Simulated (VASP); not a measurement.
A run of VASP 6.6.1 is set up as follows.

Contents of INCAR:

```
PREC = Accurate
ENCUT = 520
EDIFF = 1E-7
ISMEAR = 0
SIGMA = 0.1
LREAL = False
LASPH = True
NELM = 80
ALGO = Normal
ISIF = 2
LWAVE = False
LCHARG = True
GGA = PS
LELF = True
LVHAR = True
NBANDS = 18
```

File KPOINTS:

```
Automatic mesh
0
Gamma
  6 6 6
```

POSCAR

```
Au
1.0
   -2.9270896287      2.9270896287      1.5431055980
    2.9270896287     -2.9270896287      1.5431055980
    2.9270896287      2.9270896287     -1.5431055980
Au
2
Direct
    0.7500000000      0.2500000000      0.5000000000
    0.0000000000      0.0000000000      0.0000000000
```

Potentials or basis: VASP PAW PBE potentials, release 64 (Au).

Run with:

```bash
$ cat potpaw_PBE.64/Au/POTCAR > POTCAR
$ mpirun -np 1 vasp_std > vasp.out
```

Q: What does it give for the pressure?

A: -18.3 GPa.

Q: What does it give for the band gap on the k mesh?

A: Zero (bands 11 and 12 overlap by 3.13 eV).

Stress tensor (GPa, compression positive):
```
-16.64   0.00   0.00
  0.00 -16.64   0.00
  0.00   0.00 -21.54
```

Caveat: the k points lie up to 0.38 Å⁻¹ apart, too coarse for converged energies and pressures of a metal; the PAW data sets were made with another functional, which shifts forces and pressure a little; spin-orbit coupling is left out, which moves the levels of the heavy elements.
